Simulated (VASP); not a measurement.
# Cu (Cmcm) in VASP: a series of runs

Cu is run at these levels: LDA; tasks: single point.

All numbers are computed with VASP 6.6.1; they aren't measurements. Logs are shortened: lines on timing, memory, paths and dates and some standing lists are left out, and cuts for length are marked.

## Step 1: The cell of the first run

Symmetry: Cmcm, No. 63, orthorhombic system. The conventional cell has a = 4.037 Å, b = 2.682 Å, c = 4.037 Å, α = 90.00°, β = 90.00°, γ = 90.00°. Cu (site symmetry m2m) has 14 Cu at 2.35 to 2.86 Å within 3.1 Å.

## Step 2: Single point, LDA (mode 1 frozen in at +0.000 Å and mode 5 at -0.072 Å (largest displacements))

File INCAR:

```
SYSTEM = Cu
  PREC = Accurate
  ENCUT = 520
  EDIFF = 1E-6
  ISMEAR = 0
  SIGMA = 0.15
  LREAL = .FALSE.
  LASPH = .TRUE.
  NELM = 100
  ALGO = Fast
  ISIF = 2
  LWAVE = .FALSE.
  LCHARG = .FALSE.
  NBANDS = 18
```

File KPOINTS:

```
regular mesh
0
G
  20 20 12
  0 0 0
```

File POSCAR:

```
Cu
1.0
   -1.4273957350      1.4273957350      1.3410790631
    1.4273957350     -1.4273957350      1.3410790631
    2.8547914700      2.8547914700      0.0000000000
Cu
2
Direct
   -0.0270304720     -0.0270304720      0.0000000000
    0.5270304720      0.5270304720      0.5000000000
```

Potentials or basis: VASP PAW LDA potentials, release 64 (Cu).

On the command line:

```bash
$ cat potpaw_LDA.64/Cu/POTCAR > POTCAR
$ mpirun -np 1 vasp_std > vasp.out
```

OUTCAR:

```text
SYSTEM = Cu
   PREC = Accurate
   ENCUT = 520
   EDIFF = 1E-6
   ISMEAR = 0
   LREAL = .FALSE.
   LASPH = .TRUE.
   NELM = 100
   ISIF = 2

 ion  position               nearest neighbor table
   1  0.973  0.973  0.000-   2 2.35   2 2.35   2 2.51   2 2.51
   2  0.527  0.527  0.500-   1 2.35   1 2.35   1 2.51   1 2.51

  LATTYP: Found a base centered orthorhombic cell.
 ALAT       =     2.6821581262
 B/A-ratio  =     1.5052374337
 C/A-ratio  =     1.5052374337

  Lattice vectors:

 A1 = (  -1.4273957350,   1.4273957350,   1.3410790631)
 A2 = (   1.4273957350,  -1.4273957350,   1.3410790631)
 A3 = (   2.8547914700,   2.8547914700,   0.0000000000)

Analysis of symmetry for initial positions (statically):
=====================================================================
 Subroutine PRICEL returns:
 Original cell was already a primitive cell.

 Routine SETGRP: Setting up the symmetry group for a
 base centered orthorhombic supercell.

 Subroutine GETGRP returns: Found  8 space group operations
 (whereof  4 operations were pure point group operations)
 out of a pool of  8 trial point group operations.

The static configuration has the point symmetry C_2v.
 The point group associated with its full space group is D_2h.

Analysis of symmetry for dynamics (positions and initial velocities):
=====================================================================
 Subroutine PRICEL returns:
 Original cell was already a primitive cell.

 Routine SETGRP: Setting up the symmetry group for a
 base centered orthorhombic supercell.

 Subroutine GETGRP returns: Found  8 space group operations
 (whereof  4 operations were pure point group operations)
 out of a pool of  8 trial point group operations.

The dynamic configuration has the point symmetry C_2v.
 The point group associated with its full space group is D_2h.

 Subroutine INISYM returns: Found  8 space group operations
 (whereof  4 operations are pure point group operations),
 and found     1 'primitive' translations

----------------------------------------------------------------------------------------

                                     Primitive cell

  volume of cell :      21.8591

  direct lattice vectors                    reciprocal lattice vectors
    -1.427395735  1.427395735  1.341079063    -0.175144141  0.175144141  0.372834096
     1.427395735 -1.427395735  1.341079063     0.175144141 -0.175144141  0.372834096
     2.854791470  2.854791470  0.000000000     0.175144141  0.175144141  0.000000000

  length of vectors
     2.423511960  2.423511960  4.037284815     0.447611666  0.447611666  0.247691220

  position of ions in fractional coordinates (direct lattice)
     0.972969528  0.972969528  0.000000000
     0.527030472  0.527030472  0.500000000

  ion indices of the primitive-cell ions
   primitive index   ion index
                 1           1
                 2           2

----------------------------------------------------------------------------------------

 KPOINTS: regular mesh

Automatic generation of k-mesh.
 Grid dimensions read from file:
 generate k-points for:   20   20   12

 Generating k-lattice:

  Cartesian coordinates                     Fractional coordinates (reciprocal lattice)
    -0.008757207  0.008757207  0.018641705     0.050000000  0.000000000  0.000000000
     0.008757207 -0.008757207  0.018641705     0.000000000  0.050000000  0.000000000
     0.014595345  0.014595345  0.000000000     0.000000000  0.000000000  0.083333333

  Length of vectors
     0.022380583  0.022380583  0.020640935

  Shift w.r.t. Gamma in fractional coordinates (k-lattice)
     0.000000000  0.000000000  0.000000000

 Subroutine IBZKPT returns following result:
 ===========================================

 Found    777 irreducible k-points:

 Following reciprocal coordinates:
            Coordinates               Weight
  0.000000  0.000000  0.000000      1.000000
  0.050000  0.000000  0.000000      4.000000
  0.100000  0.000000  0.000000      4.000000
  0.150000  0.000000  0.000000      4.000000
  0.200000  0.000000  0.000000      4.000000
  0.250000  0.000000  0.000000      4.000000
[... 16 lines left out ...]
 -0.400000  0.050000  0.000000      4.000000
 -0.350000  0.050000  0.000000      4.000000
 [... further k-points ...]
   k-points           NKPTS =    777   k-points in BZ     NKDIM =    777   number of bands    NBANDS=     18
   number of dos      NEDOS =    301   number of ions     NIONS =      2
   total plane-waves  NPLWV =   9720
   dimension x,y,z NGX =    18 NGY =   18 NGZ =   30
   dimension x,y,z NGXF=    36 NGYF=   36 NGZF=   60
   ions per type =               2
   NGX,Y,Z   is equivalent  to a cutoff of  12.35, 12.35, 12.35 a.u.
   NGXF,Y,Z  is equivalent  to a cutoff of  24.69, 24.69, 24.71 a.u.
 SYSTEM =  Cu
   PREC   = accura    normal or accurate (medium, high low for compatibility)
   ISTART =      0    job   : 0-new  1-cont  2-samecut
   ICHARG =      2    charge: 1-file 2-atom 10-const
   ISPIN  =      1    spin polarized calculation?
   LNONCOLLINEAR =      F non collinear calculations
   LSORBIT =      F    spin-orbit coupling
   LASPH  =      T    aspherical Exc in radial PAW
   ENCUT  =  520.0 eV  38.22 Ry    6.18 a.u.   4.51  4.51  7.51*2*pi/ulx,y,z
   NELM   =    100;   NELMIN=  2; NELMDL= -5     # of ELM steps
   EDIFF  = 0.1E-05   stopping-criterion for ELM
   LREAL  =      F    real-space projection
   EDIFFG = 0.1E-04   stopping-criterion for IOM
   NSW    =      0    number of steps for IOM
   IBRION =     -1    ionic relax: 0-MD 1-quasi-New 2-CG
   NFREE  =      0    steps in history (QN), initial steepest desc. (CG)
   ISIF   =      2    stress and relaxation
   ISYM   =      2    0-nonsym 1-usesym 2-fastsym
   POTIM  = 0.5000    time-step for ionic-motion
   TEBEG  =    0.0;   TEEND  =   0.0 temperature during run
   PSTRESS=    0.0 pullay stress
   NELECT =      22.0000    total number of electrons
   NUPDOWN=      -1.0000    fix difference up-down
   EMIN   =  10.00;   EMAX   =-10.00  energy-range for DOS
   EFERMI =   0.00;   METHOD = LEGACY
   ISMEAR =     0;   SIGMA  =   0.15  broadening in eV -4-tet -1-fermi 0-gaus
   EFERMI_NEDOS =   21; number of points for ismear=-14 and -15
   IALGO  =     68    algorithm
   IMIX   =      4    mixing-type and parameters
     AMIX     =   0.40;   BMIX     =  1.00
     AMIX_MAG =   1.60;   BMIX_MAG =  1.00
  volume/ion in A,a.u.               =      10.93        73.76
  Fermi-wavevector in a.u.,A,eV,Ry     =   1.640607  3.100298 36.621342  2.691593
  Thomas-Fermi vector in A             =   2.731217
   LORBIT       =      0    0 simple, 1 ext, 2 COOP (PROOUT), +10 PAW based schemes
   GGA     = CA    functional components
   LHFCALC =     F    Hartree Fock is set to
   AEXX    =    0.0000 exact exchange contribution
   IVDW    =     0    specifies the selected vdW correction
   LEPSILON=     F    determine dielectric tensor
   LRPA    =     F    only Hartree local field effects (RPA)
 non-spin polarized calculation
 RMM-DIIS sequential band-by-band and
 Gauss-broadening in eV      SIGMA  =   0.15
  energy-cutoff  :      520.00
  volume of cell :       21.86
 maximum number of plane-waves:       607
 NGX is ok and might be reduce to    18
   NGX =  9   NGY =  9   NGZ = 15

 number of electron      22.0000008 magnetization

 Free energy of the ion-electron system (eV)
  ---------------------------------------------------
  ext. energy  EPLUGINS =         0.00000000
  ---------------------------------------------------
  free energy    TOTEN  =        -9.30141961 eV

  energy without entropy =       -9.29375298  energy(sigma->0) =       -9.29758630

 E-fermi :   8.3562     XC(G=0): -13.5606

 val. band max:        8.3534078132   @ k =   0.1500   0.1000   0.2500
 cond. band min:       8.3573335366   @ k =   0.5000   0.4000   0.1667
 fundamental gap:      0.0039257234
 Fermi energy:         8.3562378212

 k-point     1 :       0.0000    0.0000    0.0000
  band No.  band energies     occupation
      1      -1.5943      2.00000
      2       2.8073      2.00000
      3       4.3921      2.00000
      4       4.7274      2.00000
      5       5.0273      2.00000
      6       5.0760      2.00000
[... 10 lines left out ...]
     17      33.5918      0.00000
     18      33.6560      0.00000

 k-point     2 :       0.0500    0.0000    0.0000
  band No.  band energies     occupation
      1      -1.5143      2.00000
      2       2.8561      2.00000
      3       4.3939      2.00000
      4       4.7391      2.00000
      5       5.0351      2.00000
      6       5.0673      2.00000
[... 10 lines left out ...]
     17      33.2926      0.00000
     18      33.5528      0.00000

 k-point     3 :       0.1000    0.0000    0.0000
  band No.  band energies     occupation
      1      -1.2761      2.00000
      2       2.9969      2.00000
      3       4.3949      2.00000
      4       4.7533      2.00000
      5       5.0402      2.00000
      6       5.0787      2.00000
[... 10 lines left out ...]
     17      32.4046      0.00000
     18      33.4194      0.00000

 k-point     4 :       0.1500    0.0000    0.0000
  band No.  band energies     occupation
      1      -0.8857      2.00000
      2       3.2133      2.00000
      3       4.3850      2.00000
      4       4.7304      2.00000
      5       4.9920      2.00000
      6       5.1969      2.00000
[... 10 lines left out ...]
     17      30.7549      0.00000
     18      32.8011      0.00000

 k-point     5 :       0.2000    0.0000    0.0000
  band No.  band energies     occupation
      1      -0.3542      2.00000
      2       3.4747      2.00000
      3       4.3587      2.00000
      4       4.6685      2.00000
      5       4.8710      2.00000
      6       4.9294      2.00000
[... 10 lines left out ...]
     17      29.0020      0.00000
     18      31.1599      0.00000

 k-point     6 :       0.2500    0.0000    0.0000
  band No.  band energies     occupation
      1       0.2992      2.00000
      2       3.7260      2.00000
      3       4.3361      2.00000
      4       4.5859      2.00000
      5       4.5890      2.00000
      6       4.8299      2.00000
[... 10 lines left out ...]
     17      27.0413      0.00000
     18      29.8347      0.00000

 k-point     7 :       0.3000    0.0000    0.0000
  band No.  band energies     occupation
      1       1.0413      2.00000
      2       3.8671      2.00000
      3       4.3653      2.00000
      4       4.3875      2.00000
      5       4.5158      2.00000
      6       4.7162      2.00000
[... 10 lines left out ...]
     17      26.0891      0.00000
     18      28.7460      0.00000

 k-point     8 :       0.3500    0.0000    0.0000
  band No.  band energies     occupation
      1       1.8145      2.00000
      2       3.8527      2.00000
      3       4.2107      2.00000
      4       4.4541      2.00000
      5       4.5508      2.00000
      6       4.5953      2.00000
[... 10 lines left out ...]
     17      25.8421      0.00000
     18      27.8557      0.00000
[... 229 lines left out ...]
     17      23.5877      0.00000
     18      28.7225      0.00000

 k-point    20 :       0.4500    0.0500    0.0000
  band No.  band energies     occupation
      1       3.2198      2.00000
      2       3.6189      2.00000
      3       4.0656      2.00000
      4       4.3955      2.00000
      5       4.5485      2.00000
      6       4.7911      2.00000
[... 10 lines left out ...]
     17      23.7199      0.00000
     18      28.3032      0.00000

 k-point    21 :       0.5000    0.0500    0.0000
  band No.  band energies     occupation
      1       3.3068      2.00000
      2       3.6171      2.00000
      3       4.0557      2.00000
      4       4.3634      2.00000
      5       4.4645      2.00000
      6       4.7881      2.00000
[... 10 lines left out ...]
     17      24.0186      0.00000
     18      28.0699      0.00000

 k-point    22 :      -0.4500    0.0500    0.0000
  band No.  band energies     occupation
      1       2.9480      2.00000
      2       3.7703      2.00000
      3       4.0676      2.00000
      4       4.3675      2.00000
      5       4.3954      2.00000
      6       4.7214      2.00000
[... 10 lines left out ...]
     17      24.4915      0.00000
     18      28.0099      0.00000

 k-point    23 :      -0.4000    0.0500    0.0000
  band No.  band energies     occupation
      1       2.3304      2.00000
      2       3.9083      2.00000
      3       4.1129      2.00000
      4       4.3411      2.00000
      5       4.4777      2.00000
      6       4.5834      2.00000
[... 10 lines left out ...]
     17      25.1451      0.00000
     18      28.1000      0.00000

 k-point    24 :      -0.3500    0.0500    0.0000
  band No.  band energies     occupation
      1       1.5771      2.00000
      2       4.0003      2.00000
      3       4.2076      2.00000
      4       4.3822      2.00000
      5       4.4144      2.00000
      6       4.5883      2.00000
[... 10 lines left out ...]
     17      25.9984      0.00000
     18      28.3062      0.00000

 [... further k-points ...]
[... 5 lines left out ...]
  --------------------------------------------------------------------------------------
  -------------------------------------------------------------------------------------
  Total        0.5018415      0.5018415      0.3575052      0.1741763      0.0000000      0.0000000
  in kB       36.7827305     36.7827305     26.2035278     12.7663406      0.0000000      0.0000000
  external PRESSURE =      33.2563296 kB  Pullay stress =       0.0000000 kB

 VOLUME and BASIS-vectors are now :
 -----------------------------------------------------------------------------
  energy-cutoff  :      520.00
  volume of cell :       21.86
      direct lattice vectors                 reciprocal lattice vectors
    -1.427395735  1.427395735  1.341079063    -0.175144141  0.175144141  0.372834096
     1.427395735 -1.427395735  1.341079063     0.175144141 -0.175144141  0.372834096
     2.854791470  2.854791470  0.000000000     0.175144141  0.175144141  0.000000000

 POSITION                                       TOTAL-FORCE (eV/Angst)
 -----------------------------------------------------------------------------------
      0.00000      0.00000      2.60966        -0.000000     -0.000000      0.510566
      1.42740      1.42740      1.41358         0.000000      0.000000     -0.510566
 -----------------------------------------------------------------------------------
    total drift:                                0.000000      0.000000     -0.000000

  FREE ENERGIE OF THE ION-ELECTRON SYSTEM (eV)
  ---------------------------------------------------
  free  energy   TOTEN  =        -9.3014196117 eV

  energy  without entropy=       -9.2937529810  energy(sigma->0) =       -9.29758630
```

Run time: 2.7 min. Hardware: 1 thread of Intel Xeon Platinum 8488C (Sapphire Rapids), shared host; peak memory 0.33 GiB.

Results:

* Free energy: -9.3014 eV
* Pressure: 3.3 GPa
* Largest force: 0.511 eV/Å
* Band gap on the k mesh: zero (band 11 reaches 12.98 eV, above the bottom of band 12 at 6.17 eV)

Forces on the atoms (eV/Å):
```
Cu   0.000  0.000  0.511
Cu   0.000  0.000 -0.511
```

Stress tensor (GPa, compression positive):
```
3.68 1.28 0.00
1.28 3.68 0.00
0.00 0.00 2.62
```

Levels at points of the mesh, in eV from the Fermi level:
| k point | band 8 | band 9 | band 10 | band 11 | band 12 | band 13 | band 14 | band 15 |
| --- | --- | --- | --- | --- | --- | --- | --- | --- |
| (0.00, 0.00, 0.00) | -2.45 | -2.24 | -2.11 | -1.52 | -1.09 | 4.30 | 19.40 | 19.88 |
| (0.50, 0.00, 0.00) | -2.34 | -1.93 | -1.84 | 0.25 | 0.78 | 8.77 | 9.17 | 9.83 |
| (0.50, 0.50, 0.00) | -1.65 | -1.57 | -1.47 | -1.10 | 4.29 | 7.68 | 7.69 | 10.33 |
| (0.00, 0.00, 0.50) | -2.65 | -2.36 | -2.36 | -2.18 | -2.18 | 13.39 | 13.39 | 21.91 |
| (0.50, 0.00, 0.50) | -2.01 | -1.49 | -1.49 | -0.50 | -0.50 | 4.97 | 4.97 | 17.66 |
| (0.50, 0.50, 0.50) | -2.47 | -1.56 | -1.56 | 3.00 | 3.00 | 5.06 | 5.06 | 13.46 |

Caveat: the cell differs from its parent crystal (mode 1 frozen in at +0.000 Å and mode 5 at -0.072 Å (largest displacements)).

(Part 1 of 2 ends here.)
